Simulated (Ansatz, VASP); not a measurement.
One calculation of LaAsRuO, two programs

```
CELL_PARAMETERS angstrom
4.08852 0.00000 0.00000
0.00000 4.08852 0.00000
0.00000 0.00000 8.43700
ATOMIC_POSITIONS crystal
La 0.50000 0.00000 0.14096
La 0.00000 0.50000 0.85904
As 0.50000 0.00000 0.65306
As 0.00000 0.50000 0.34694
Ru 0.00000 0.00000 0.50000
Ru 0.50000 0.50000 0.50000
O 0.00000 0.00000 0.00000
O 0.50000 0.50000 0.00000
```

Alike in both runs: functional PBEsol; k mesh 8 × 8 × 4; occupations gaussian, width 0.1 eV; no spin polarisation.

Ansatz relaxed the structure, and its values are those at the end. VASP's run is a single point on that final structure, the one shown.

|  | VASP | Ansatz |
| --- | --- | --- |
| version | VASP 6.6.1 | Ansatz 0.2.0 |
| potentials or method | VASP PAW PBE potentials, release 64 (La, As, Ru_pv, O), cutoff 520 eV | scalar-relativistic, plane waves, PAW |
| valence electrons in the cell | 72 | 96 |

```tsv
	VASP	Ansatz	Ansatz less VASP
gap on the k mesh at the Fermi level (eV)	none	none	-
pressure (GPa)	0.1	0.0	-0.12
rms of the force components (eV/Å)	0.015	0.000	-0.0145
```

VASP's potentials were made for PBE, not for PBEsol. A gap of «none» marks a metal or a gap that the smearing closes. VASP's potentials hold 72 valence electrons a cell and Ansatz's 96, so a difference there can come from the potentials and not from the codes.

Spin-orbit coupling is off throughout.
